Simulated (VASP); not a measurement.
# MgI2 (P-3m1) in VASP: a series of runs

Runs on MgI2. Level: LDA. Tasks: single point.

Program: VASP 6.6.1. These are calculated values, not measurements. Logs are shortened: lines on timing, memory, paths and dates and some standing lists are left out, and cuts for length are marked.

## (1) The cell of the first run

The structure is trigonal, space group P-3m1 (No. 164). The conventional cell has a = 4.112 Å, b = 4.112 Å, c = 6.834 Å, α = 90.00°, β = 90.00°, γ = 120.00°. Within 3.9 Å of I (site symmetry 3m) lie 3 Mg at 2.92 Å. Mg (site symmetry -3m) has 6 I at 2.92 Å within 3.9 Å.

## (2) Single point, LDA (volume scaled by 0.98)

The input, INCAR:

```
ALGO     = Normal         # electronic algorithm
EDIFF    = 1E-6           # SCF threshold, eV
ENCUT    = 520            # plane-wave cutoff, eV
ISIF     = 2              # what is computed and relaxed
ISMEAR   = -1             # smearing method
LASPH    = T              # aspherical terms in the spheres
LCHARG   = F              # write CHGCAR
LREAL    = F              # projectors in reciprocal space
LWAVE    = F              # write WAVECAR
NBANDS   = 15             # bands
NELM     = 80             # most SCF steps
PREC     = Accurate       # precision mode
SIGMA    = 0.05           # smearing width, eV
```

The input, KPOINTS:

```
k-points
0
Gamma
  8 8 4
```

The input, POSCAR:

```
MgI2
1.0
    4.1122139279      0.0000000000      0.0000000000
   -2.0561069639      3.5612817274      0.0000000000
    0.0000000000      0.0000000000      6.8338241120
I Mg
2 1
Direct
    0.6666666667      0.3333333333      0.7500000000
    0.3333333333      0.6666666667      0.2500000000
    0.0000000000      0.0000000000      0.0000000000
```

Potentials or basis: VASP PAW LDA potentials, release 64 (I, Mg).

Run with:

```sh
> cat potpaw_LDA.64/I/POTCAR potpaw_LDA.64/Mg/POTCAR > POTCAR
> mpirun -np 1 vasp_std > vasp.out
```

OUTCAR:

```text
EDIFF = 1E-6
   ENCUT = 520
   ISIF = 2
   ISMEAR = -1
   LASPH = T
   LREAL = F
   NELM = 80
   PREC = Accurate

 ion  position               nearest neighbor table
   1  0.667  0.333  0.750-   3 2.92   3 2.92   3 2.92
   2  0.333  0.667  0.250-   3 2.92   3 2.92   3 2.92
   3  0.000  0.000  0.000-   1 2.92   2 2.92   1 2.92   2 2.92   1 2.92   2 2.92

  LATTYP: Found a hexagonal cell.
 ALAT       =     4.1122139279
 C/A-ratio  =     1.6618357488

  Lattice vectors:

 A1 = (   4.1122139279,   0.0000000000,   0.0000000000)
 A2 = (  -2.0561069639,   3.5612817274,   0.0000000000)
 A3 = (   0.0000000000,   0.0000000000,   6.8338241120)

Analysis of symmetry for initial positions (statically):
=====================================================================
 Subroutine PRICEL returns:
 Original cell was already a primitive cell.

 Routine SETGRP: Setting up the symmetry group for a
 hexagonal supercell.

 Subroutine GETGRP returns: Found 12 space group operations
 (whereof 12 operations were pure point group operations)
 out of a pool of 24 trial point group operations.

The static configuration has the point symmetry D_3d.

Analysis of symmetry for dynamics (positions and initial velocities):
=====================================================================
 Subroutine PRICEL returns:
 Original cell was already a primitive cell.

 Routine SETGRP: Setting up the symmetry group for a
 hexagonal supercell.

 Subroutine GETGRP returns: Found 12 space group operations
 (whereof 12 operations were pure point group operations)
 out of a pool of 24 trial point group operations.

The dynamic configuration has the point symmetry D_3d.

 Subroutine INISYM returns: Found 12 space group operations
 (whereof 12 operations are pure point group operations),
 and found     1 'primitive' translations

----------------------------------------------------------------------------------------

                                     Primitive cell

  volume of cell :     100.0797

  direct lattice vectors                    reciprocal lattice vectors
     4.112213928  0.000000000  0.000000000     0.243178010  0.140398890  0.000000000
    -2.056106964  3.561281727  0.000000000     0.000000000  0.280797779  0.000000000
     0.000000000  0.000000000  6.833824112     0.000000000  0.000000000  0.146330954

  length of vectors
     4.112213928  4.112213928  6.833824112     0.280797779  0.280797779  0.146330954

  position of ions in fractional coordinates (direct lattice)
     0.666666667  0.333333333  0.750000000
     0.333333333  0.666666667  0.250000000
     0.000000000  0.000000000  0.000000000

  ion indices of the primitive-cell ions
   primitive index   ion index
                 1           1
                 2           2
                 3           3

----------------------------------------------------------------------------------------

 KPOINTS: k-points

Automatic generation of k-mesh.
 Grid dimensions read from file:
 generate k-points for:    8    8    4

 Generating k-lattice:

  Cartesian coordinates                     Fractional coordinates (reciprocal lattice)
     0.030397251  0.017549861  0.000000000     0.125000000 -0.000000000  0.000000000
     0.000000000  0.035099722  0.000000000     0.000000000  0.125000000  0.000000000
     0.000000000  0.000000000  0.036582738     0.000000000  0.000000000  0.250000000

  Length of vectors
     0.035099722  0.035099722  0.036582738

  Shift w.r.t. Gamma in fractional coordinates (k-lattice)
     0.000000000  0.000000000  0.000000000

 Subroutine IBZKPT returns following result:
 ===========================================

 Found     35 irreducible k-points:

 Following reciprocal coordinates:
            Coordinates               Weight
  0.000000  0.000000  0.000000      1.000000
  0.125000  0.000000  0.000000      6.000000
  0.250000  0.000000  0.000000      6.000000
  0.375000  0.000000  0.000000      6.000000
  0.500000  0.000000  0.000000      3.000000
  0.125000  0.125000  0.000000      6.000000
[... 16 lines left out ...]
 -0.125000  0.500000  0.250000     12.000000
  0.250000  0.250000  0.250000     12.000000
 [... further k-points ...]
   k-points           NKPTS =     35   k-points in BZ     NKDIM =     35   number of bands    NBANDS=     15
   number of dos      NEDOS =    301   number of ions     NIONS =      3
   total plane-waves  NPLWV =  55296
   dimension x,y,z NGX =    32 NGY =   32 NGZ =   54
   dimension x,y,z NGXF=    64 NGYF=   64 NGZF=  108
   ions per type =               2   1
   NGX,Y,Z   is equivalent  to a cutoff of  12.94, 12.94, 13.14 a.u.
   NGXF,Y,Z  is equivalent  to a cutoff of  25.87, 25.87, 26.27 a.u.
 SYSTEM =  unknown system
   PREC   = accura    normal or accurate (medium, high low for compatibility)
   ISTART =      0    job   : 0-new  1-cont  2-samecut
   ICHARG =      2    charge: 1-file 2-atom 10-const
   ISPIN  =      1    spin polarized calculation?
   LNONCOLLINEAR =      F non collinear calculations
   LSORBIT =      F    spin-orbit coupling
   LASPH  =      T    aspherical Exc in radial PAW
   ENCUT  =  520.0 eV  38.22 Ry    6.18 a.u.   7.65  7.65 12.71*2*pi/ulx,y,z
   NELM   =     80;   NELMIN=  2; NELMDL= -5     # of ELM steps
   EDIFF  = 0.1E-05   stopping-criterion for ELM
   LREAL  =      F    real-space projection
   EDIFFG = 0.1E-04   stopping-criterion for IOM
   NSW    =      0    number of steps for IOM
   IBRION =     -1    ionic relax: 0-MD 1-quasi-New 2-CG
   NFREE  =      0    steps in history (QN), initial steepest desc. (CG)
   ISIF   =      2    stress and relaxation
   ISYM   =      2    0-nonsym 1-usesym 2-fastsym
   POTIM  = 0.5000    time-step for ionic-motion
   TEBEG  =    0.0;   TEEND  =   0.0 temperature during run
   PSTRESS=    0.0 pullay stress
   NELECT =      16.0000    total number of electrons
   NUPDOWN=      -1.0000    fix difference up-down
   EMIN   =  10.00;   EMAX   =-10.00  energy-range for DOS
   EFERMI =   0.00;   METHOD = LEGACY
   ISMEAR =    -1;   SIGMA  =   0.05  broadening in eV -4-tet -1-fermi 0-gaus
   EFERMI_NEDOS =   21; number of points for ismear=-14 and -15
   IALGO  =     38    algorithm
   IMIX   =      4    mixing-type and parameters
     AMIX     =   0.40;   BMIX     =  1.00
     AMIX_MAG =   1.60;   BMIX_MAG =  1.00
  volume/ion in A,a.u.               =      33.36       225.12
  Fermi-wavevector in a.u.,A,eV,Ry     =   0.888518  1.679055 10.741312  0.789464
  Thomas-Fermi vector in A             =   2.009958
   LORBIT       =      0    0 simple, 1 ext, 2 COOP (PROOUT), +10 PAW based schemes
   GGA     = CA    functional components
   LHFCALC =     F    Hartree Fock is set to
   AEXX    =    0.0000 exact exchange contribution
   IVDW    =     0    specifies the selected vdW correction
   LEPSILON=     F    determine dielectric tensor
   LRPA    =     F    only Hartree local field effects (RPA)
 non-spin polarized calculation
  energy-cutoff  :      520.00
  volume of cell :      100.08
 maximum number of plane-waves:      2738
 NGX is ok and might be reduce to    32
   NGX = 15   NGY = 15   NGZ = 25

 number of electron      16.0000002 magnetization

 Free energy of the ion-electron system (eV)
  ---------------------------------------------------
  ext. energy  EPLUGINS =         0.00000000
  ---------------------------------------------------
  free energy    TOTEN  =        -9.07030723 eV

  energy without entropy =       -9.07030723  energy(sigma->0) =       -9.07030723

 E-fermi :   3.4696     XC(G=0):  -8.6756

 val. band max:        2.3860174440   @ k =   0.0000   0.0000   0.0000
 cond. band min:       5.7267507885   @ k =   0.5000   0.0000   0.2500
 fundamental gap:      3.3407333445
 Fermi energy:         3.4696047358

 k-point     1 :       0.0000    0.0000    0.0000
  band No.  band energies     occupation
      1      -9.7939      2.00000
      2      -9.0770      2.00000
      3      -1.3594      2.00000
      4       2.0033      2.00000
      5       2.0033      2.00000
      6       2.3683      2.00000
      7       2.3860      2.00000
      8       2.3860      2.00000
      9       5.8472      0.00000
     10       7.0766      0.00000
     11       9.0959      0.00000
     12       9.0959      0.00000
     13       9.6995      0.00000
     14      10.5704      0.00000
     15      10.5704      0.00000

 k-point     2 :       0.1250    0.0000    0.0000
  band No.  band energies     occupation
      1      -9.7087      2.00000
      2      -9.0303      2.00000
      3      -1.2339      2.00000
      4       1.3407      2.00000
      5       1.7773      2.00000
      6       1.8001      2.00000
      7       2.3123      2.00000
      8       2.3559      2.00000
      9       6.5019      0.00000
     10       7.6473      0.00000
     11       8.4483      0.00000
     12       9.3146      0.00000
     13       9.7745      0.00000
     14      10.2666      0.00000
     15      10.8062      0.00000

 k-point     3 :       0.2500    0.0000    0.0000
  band No.  band energies     occupation
      1      -9.4809      2.00000
      2      -8.9215      2.00000
      3      -0.9153      2.00000
      4       0.1714      2.00000
      5       0.7775      2.00000
      6       1.4325      2.00000
      7       2.1039      2.00000
      8       2.2056      2.00000
      9       6.7775      0.00000
     10       7.6406      0.00000
     11       8.5210      0.00000
     12       9.3990      0.00000
     13       9.4499      0.00000
     14      10.3654      0.00000
     15      11.2059      0.00000
[... 343 lines left out ...]
 k-point    23 :      -0.1250    0.5000    0.2500
  band No.  band energies     occupation
      1      -9.0259      2.00000
      2      -8.8478      2.00000
      3      -1.2379      2.00000
      4      -0.5230      2.00000
      5       0.4484      2.00000
      6       1.0297      2.00000
      7       1.2623      2.00000
      8       1.7837      2.00000
      9       6.0891      0.00000
     10       7.8836      0.00000
     11       8.5958      0.00000
     12       8.7752      0.00000
     13       9.3851      0.00000
     14      11.3087      0.00000
     15      11.9864      0.00000

 k-point    24 :       0.2500    0.2500    0.2500
  band No.  band energies     occupation
      1      -9.0333      2.00000
      2      -8.8430      2.00000
      3      -0.9541      2.00000
      4      -0.4569      2.00000
      5       0.2483      2.00000
      6       0.7044      2.00000
      7       1.1132      2.00000
      8       1.8002      2.00000
      9       6.5697      0.00000
     10       8.0216      0.00000
     11       8.9862      0.00000
     12       9.4254      0.00000
     13       9.9587      0.00000
     14      10.0734      0.00000
     15      11.2171      0.00000

 [... further k-points ...]
[... 5 lines left out ...]
  --------------------------------------------------------------------------------------
  -------------------------------------------------------------------------------------
  Total       -0.8647916     -0.8647916     -1.2165832     -0.0000000      0.0000000     -0.0000000
  in kB      -13.8444660    -13.8444660    -19.4763045     -0.0000000      0.0000000     -0.0000000
  external PRESSURE =     -15.7217455 kB  Pullay stress =       0.0000000 kB

 VOLUME and BASIS-vectors are now :
 -----------------------------------------------------------------------------
  energy-cutoff  :      520.00
  volume of cell :      100.08
      direct lattice vectors                 reciprocal lattice vectors
     4.112213928  0.000000000  0.000000000     0.243178010  0.140398890  0.000000000
    -2.056106964  3.561281727  0.000000000     0.000000000  0.280797779  0.000000000
     0.000000000  0.000000000  6.833824112     0.000000000  0.000000000  0.146330954

 POSITION                                       TOTAL-FORCE (eV/Angst)
 -----------------------------------------------------------------------------------
      2.05611      1.18709      5.12537        -0.000000      0.000000      0.304333
     -0.00000      2.37419      1.70846         0.000000     -0.000000     -0.304333
      0.00000      0.00000      0.00000        -0.000000      0.000000      0.000000
 -----------------------------------------------------------------------------------
    total drift:                                0.000000     -0.000000      0.000000

  FREE ENERGIE OF THE ION-ELECTRON SYSTEM (eV)
  ---------------------------------------------------
  free  energy   TOTEN  =        -9.0703072264 eV

  energy  without entropy=       -9.0703072263  energy(sigma->0) =       -9.07030723
```

Wall time 22 s (1 thread of Intel Xeon Platinum 8559C (Emerald Rapids), shared host); peak memory 0.21 GiB.

Results:

- Free energy: -9.0703 eV
- Pressure: -1.6 GPa
- Largest force: 0.304 eV/Å
- Band gap on the k mesh: 3.34 eV, indirect (least direct gap 3.46 eV)

Forces in eV/Å, atoms in the order of the input:
```
I    0.000  0.000  0.304
I    0.000  0.000 -0.304
Mg   0.000  0.000  0.000
```

Levels at points of the mesh, in eV from the valence-band top:
```
           k point  band 6  band 7  band 8  band 9  band 10  band 11
(0.00, 0.00, 0.00)   -0.02    0.00    0.00    3.46     4.69     6.71
(0.50, 0.00, 0.00)   -1.35   -1.02   -0.43    3.52     5.13     5.22
(0.00, 0.00, 0.50)   -0.25   -0.13   -0.13    4.59     4.77     6.50
(0.50, 0.00, 0.50)   -1.13   -0.88   -0.73    3.34     4.91     5.50
```

Caveat: the cell differs from its parent crystal (volume scaled by 0.98); spin-orbit coupling is left out, which moves the levels of the heavy elements.

## (3) Single point, LDA

This run uses another cell than the first one, of 34.04 Å³/atom, 1.020 times its volume.

The input, INCAR:

```
SYSTEM = MgI2
PREC = Accurate
ENCUT = 520
EDIFF = 1E-7
ISMEAR = -1
SIGMA = 0.05
LREAL = .FALSE.
LASPH = .TRUE.
NELM = 80
ALGO = Normal
ISIF = 2
LWAVE = .FALSE.
LCHARG = .FALSE.
NBANDS = 15
```

The input, KPOINTS:

```
regular mesh
0
G
  8 8 4
  0 0 0
```

The input, POSCAR:

```
MgI2
1.0
    4.1400000000      0.0000000000      0.0000000000
   -2.0700000000      3.5853451717      0.0000000000
    0.0000000000      0.0000000000      6.8800000000
I Mg
2 1
Direct
    0.6666666667      0.3333333333      0.7500000000
    0.3333333333      0.6666666667      0.2500000000
    0.0000000000      0.0000000000      0.0000000000
```

Potentials or basis: VASP PAW LDA potentials, release 64 (I, Mg).

Run with:

```sh
> cat potpaw_LDA.64/I/POTCAR potpaw_LDA.64/Mg/POTCAR > POTCAR
> mpirun -np 1 vasp_std > vasp.out
```

Wall time 25 s (1 thread of Intel Xeon Platinum 8559C (Emerald Rapids), shared host); peak memory 0.21 GiB.

It converged, with:

```yaml
Free_energy: -9.0469 eV
Pressure: -2.1 GPa
Largest_force: 0.388 eV/Å
Band_gap_on_the_k_mesh: 3.31 eV, indirect (least direct gap 3.38 eV)
```

Forces on the atoms (eV/Å):
```
I    0.000  0.000  0.388
I    0.000  0.000 -0.388
Mg   0.000  0.000  0.000
```

Stress tensor (GPa, compression positive):
```
-1.94  0.00  0.00
 0.00 -1.94  0.00
 0.00  0.00 -2.48
```

Levels at points of the mesh, in eV from the valence-band top:
| k point | band 4 | band 5 | band 6 | band 7 | band 8 | band 9 | band 10 | band 11 | band 12 | band 13 |
| --- | --- | --- | --- | --- | --- | --- | --- | --- | --- | --- |
| (0.00, 0.00, 0.00) | -0.37 | -0.37 | -0.02 | 0.00 | 0.00 | 3.38 | 4.68 | 6.69 | 6.69 | 7.33 |
| (0.50, 0.00, 0.00) | -2.78 | -1.96 | -1.31 | -0.98 | -0.41 | 3.50 | 5.12 | 5.25 | 6.75 | 7.66 |
| (0.00, 0.00, 0.50) | -1.64 | -0.24 | -0.24 | -0.13 | -0.13 | 4.51 | 4.74 | 6.49 | 6.49 | 7.61 |
| (0.50, 0.00, 0.50) | -3.23 | -1.13 | -1.09 | -0.85 | -0.70 | 3.31 | 4.91 | 5.55 | 5.84 | 7.56 |

Caveat: spin-orbit coupling is left out, which moves the levels of the heavy elements.

## (4) Single point, LDA (volume scaled by 1.02)

The input, INCAR:

```
SYSTEM = MgI2
ALGO = Normal
EDIFF = 1E-7
ENCUT = 520
ISIF = 2
ISMEAR = -1
LASPH = .True.
LCHARG = .False.
LREAL = .False.
LWAVE = .False.
NBANDS = 15
NELM = 80
PREC = Accurate
SIGMA = 0.05
```

The input, KPOINTS:

```
k-points
0
Gamma
  8 8 4
  0 0 0
```

The input, POSCAR:

```
MgI2
1.0
    4.1674180176      0.0000000000      0.0000000000
   -2.0837090088      3.6090898714      0.0000000000
    0.0000000000      0.0000000000      6.9255642418
I Mg
2 1
Direct
    0.6666666667      0.3333333333      0.7500000000
    0.3333333333      0.6666666667      0.2500000000
    0.0000000000      0.0000000000      0.0000000000
```

Run with:

```sh
> cat potpaw_LDA.64/I/POTCAR potpaw_LDA.64/Mg/POTCAR > POTCAR
> mpirun -np 1 vasp_std > vasp.out
```

Wall time 27 s (1 thread of Intel Xeon Platinum 8559C (Emerald Rapids), shared host); peak memory 0.21 GiB.

The run converged. Its results:

```
Free energy            : -9.0168 eV
Pressure               : -2.6 GPa
Largest force          : 0.465 eV/Å
Band gap on the k mesh : 3.29 eV, indirect (least direct gap 3.30 eV)
```

Forces in eV/Å, atoms in the order of the input:
```
I    0.000  0.000  0.465
I    0.000  0.000 -0.465
Mg   0.000  0.000  0.000
```

Stress tensor (GPa, compression positive):
```
-2.44  0.00  0.00
 0.00 -2.44  0.00
 0.00  0.00 -2.95
```

Levels at points of the mesh, in eV from the valence-band top:
| k point | band 6 | band 7 | band 8 | band 9 | band 10 | band 11 |
| --- | --- | --- | --- | --- | --- | --- |
| (0.00, 0.00, 0.00) | -0.02 | 0.00 | 0.00 | 3.30 | 4.68 | 6.66 |
| (0.50, 0.00, 0.00) | -1.26 | -0.94 | -0.39 | 3.49 | 5.11 | 5.28 |
| (0.00, 0.00, 0.50) | -0.23 | -0.12 | -0.12 | 4.42 | 4.72 | 6.47 |
| (0.50, 0.00, 0.50) | -1.05 | -0.81 | -0.67 | 3.29 | 4.92 | 5.59 |

Caveat: the cell differs from its parent crystal (volume scaled by 1.02); spin-orbit coupling is left out, which moves the levels of the heavy elements. A k mesh can miss the band edges.

(Part 1 of 2 ends here.)
